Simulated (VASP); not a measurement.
# Te2Mo (Cm) in VASP: further runs, part 2 of 2

VASP 6.6.1. Earlier steps stand in the parts before.

### 3 Single point, PBE (atom 1 (Te) moved by (+0.300, -0.300) A along y and z)

File INCAR:

```
PREC     = Accurate       # precision mode
ENCUT    = 520            # plane-wave cutoff, eV
EDIFF    = 1E-7           # SCF threshold, eV
ISMEAR   = 0              # smearing method
SIGMA    = 0.05           # smearing width, eV
LREAL    = F              # projectors in reciprocal space
LASPH    = T              # aspherical terms in the spheres
NELM     = 60             # most SCF steps
ALGO     = Normal         # electronic algorithm
ISIF     = 2              # what is computed and relaxed
LWAVE    = F              # write WAVECAR
LCHARG   = F              # write CHGCAR
GGA      = PE             # functional
NBANDS   = 35             # bands
```

File KPOINTS:

```
Automatic mesh
0
Gamma
  12 12 2
```

File POSCAR:

```
Te2Mo
1.0
    3.5570664331      0.0000000000      0.0000000000
   -1.7785332165      3.0805098940      0.0000000000
    0.0000000000      0.0000000000     15.2047186580
Te Mo
4 2
Direct
    0.3820265709      0.7640531417      0.6113636383
    0.6666666667      0.3333333333      0.1310943552
    0.3333333333      0.6666666667      0.8689056448
    0.6666666667      0.3333333333      0.3689056448
    0.3333333333      0.6666666667      0.2500000000
    0.6666666667      0.3333333333      0.7500000000
```

Potentials or basis: VASP PAW PBE potentials, release 64 (Te, Mo_sv).

On the command line:

```sh
cat potpaw_PBE.64/Te/POTCAR potpaw_PBE.64/Mo_sv/POTCAR > POTCAR
mpirun -np 1 vasp_std > vasp.out
```

OUTCAR:

```text
PREC = Accurate
   ENCUT = 520
   EDIFF = 1E-7
   ISMEAR = 0
   LREAL = F
   LASPH = T
   NELM = 60
   ISIF = 2
   GGA = PE

 ion  position               nearest neighbor table
   1  0.382  0.764  0.611-   6 2.74   6 3.06   6 3.06
   2  0.667  0.333  0.131-   5 2.74   5 2.74   5 2.74   4 3.62
   3  0.333  0.667  0.869-   6 2.74   6 2.74   6 2.74
   4  0.667  0.333  0.369-   5 2.74   5 2.74   5 2.74   2 3.62
   5  0.333  0.667  0.250-   2 2.74   4 2.74   2 2.74   4 2.74   2 2.74   4 2.74
   6  0.667  0.333  0.750-   3 2.74   3 2.74   3 2.74   1 2.74   1 3.06   1 3.06

  LATTYP: Found a hexagonal cell.
 ALAT       =     3.5570664331
 C/A-ratio  =     4.2745107363

  Lattice vectors:

 A1 = (   3.5570664331,   0.0000000000,   0.0000000000)
 A2 = (  -1.7785332165,   3.0805098940,   0.0000000000)
 A3 = (   0.0000000000,   0.0000000000,  15.2047186580)

Analysis of symmetry for initial positions (statically):
=====================================================================
 Subroutine PRICEL returns:
 Original cell was already a primitive cell.

 Routine SETGRP: Setting up the symmetry group for a
 hexagonal supercell.

 Subroutine GETGRP returns: Found  2 space group operations
 (whereof  2 operations were pure point group operations)
 out of a pool of 24 trial point group operations.

The static configuration has the point symmetry C_1h.

Analysis of symmetry for dynamics (positions and initial velocities):
=====================================================================
 Subroutine PRICEL returns:
 Original cell was already a primitive cell.

 Routine SETGRP: Setting up the symmetry group for a
 hexagonal supercell.

 Subroutine GETGRP returns: Found  2 space group operations
 (whereof  2 operations were pure point group operations)
 out of a pool of 24 trial point group operations.

The dynamic configuration has the point symmetry C_1h.
[... 121 lines left out ...]
   EFERMI =   0.00;   METHOD = LEGACY
   ISMEAR =     0;   SIGMA  =   0.05  broadening in eV -4-tet -1-fermi 0-gaus
   EFERMI_NEDOS =   21; number of points for ismear=-14 and -15
   IALGO  =     38    algorithm
   IMIX   =      4    mixing-type and parameters
     AMIX     =   0.40;   BMIX     =  1.00
     AMIX_MAG =   1.60;   BMIX_MAG =  1.00
  volume/ion in A,a.u.               =      27.77       187.39
  Fermi-wavevector in a.u.,A,eV,Ry     =   1.110482  2.098507 16.778308  1.233171
  Thomas-Fermi vector in A             =   2.247034
   LORBIT       =      0    0 simple, 1 ext, 2 COOP (PROOUT), +10 PAW based schemes
   GGA     = PE    functional components
   LHFCALC =     F    Hartree Fock is set to
   AEXX    =    0.0000 exact exchange contribution
   IVDW    =     0    specifies the selected vdW correction
   LEPSILON=     F    determine dielectric tensor
   LRPA    =     F    only Hartree local field effects (RPA)
 non-spin polarized calculation
 Gauss-broadening in eV      SIGMA  =   0.05
  energy-cutoff  :      520.00
  volume of cell :      166.61
 maximum number of plane-waves:      4544
   NGX = 13   NGY = 13   NGZ = 57

 number of electron      52.0000002 magnetization

 Free energy of the ion-electron system (eV)
  ---------------------------------------------------
  ext. energy  EPLUGINS =         0.00000000
  ---------------------------------------------------
  free energy    TOTEN  =       -35.52361976 eV

  energy without entropy =      -35.52361976  energy(sigma->0) =      -35.52361976

 E-fermi :   7.2317     XC(G=0):  -9.8569

 val. band max:        6.9273288004   @ k =   0.5000   0.0000   0.0000
 cond. band min:       7.4575492642   @ k =  -0.3333   0.1667   0.0000
 fundamental gap:      0.5302204638
 Fermi energy:         7.2317022556

 k-point     1 :       0.0000    0.0000    0.0000
  band No.  band energies     occupation
      1     -54.0617      2.00000
      2     -53.9826      2.00000
      3     -28.2064      2.00000
      4     -28.1326      2.00000
      5     -28.1049      2.00000
      6     -28.1046      2.00000
[... 901 lines left out ...]
     34      10.2706      0.00000
     35      11.3475      0.00000

 [... further k-points ...]
[... 5 lines left out ...]
  --------------------------------------------------------------------------------------
  -------------------------------------------------------------------------------------
  Total       -1.6146906     -1.5902490     -4.5256680     -0.0000000      1.9840927      0.0000000
  in kB      -15.5276929    -15.2926499    -43.5211441     -0.0000000     19.0800522      0.0000000
  external PRESSURE =     -24.7804957 kB  Pullay stress =       0.0000000 kB

 VOLUME and BASIS-vectors are now :
 -----------------------------------------------------------------------------
  energy-cutoff  :      520.00
  volume of cell :      166.61
      direct lattice vectors                 reciprocal lattice vectors
     3.557066433  0.000000000  0.000000000     0.281130538  0.162310792  0.000000000
    -1.778533217  3.080509894  0.000000000     0.000000000  0.324621584  0.000000000
     0.000000000  0.000000000 15.204718658     0.000000000  0.000000000  0.065769056

 POSITION                                       TOTAL-FORCE (eV/Angst)
 -----------------------------------------------------------------------------------
      0.00000      2.35367      9.29561        -0.000000     -1.022130      1.916289
      1.77853      1.02684      1.99325        -0.000000     -0.001002     -0.019413
     -0.00000      2.05367     13.21147        -0.000000     -0.034826     -0.353892
      1.77853      1.02684      5.60911         0.000000      0.009933     -0.004563
     -0.00000      2.05367      3.80118         0.000000      0.006205      0.012699
      1.77853      1.02684     11.40354         0.000000      1.041820     -1.551121
 -----------------------------------------------------------------------------------
    total drift:                               -0.000000      0.000137      0.000010

  FREE ENERGIE OF THE ION-ELECTRON SYSTEM (eV)
  ---------------------------------------------------
  free  energy   TOTEN  =       -35.5236197606 eV

  energy  without entropy=      -35.5236197606  energy(sigma->0) =      -35.52361976
```

Run time: 18 min. Hardware: 1 thread of Intel Xeon 8259CL, shared host; peak memory 0.58 GiB.

What came out:

```yaml
Free_energy: -35.5236 eV
Pressure: -2.5 GPa
Largest_force: 2.172 eV/Å
Band_gap_on_the_k_mesh: 0.53 eV (least direct gap 0.88 eV)
```

Forces in eV/Å, atoms in the order of the input:
```
Te   0.000 -1.022  1.916
Te   0.000 -0.001 -0.019
Te   0.000 -0.035 -0.354
Te   0.000  0.010 -0.005
Mo   0.000  0.006  0.013
Mo   0.000  1.042 -1.551
```

Caveat: the cell differs from its parent crystal (atom 1 (Te) moved by (+0.300, -0.300) A along y and z); semilocal functionals underestimate gaps, and a narrow one can read as zero; spin-orbit coupling is left out, which moves the levels of the heavy elements; this functional lacks dispersion, which binds layers or chains, so the pressure and a relaxed spacing across them are unreliable; forces of over 1 eV/Å act on the atoms, so gaps and moduli don't describe the material at rest. A k mesh can miss the band edges.
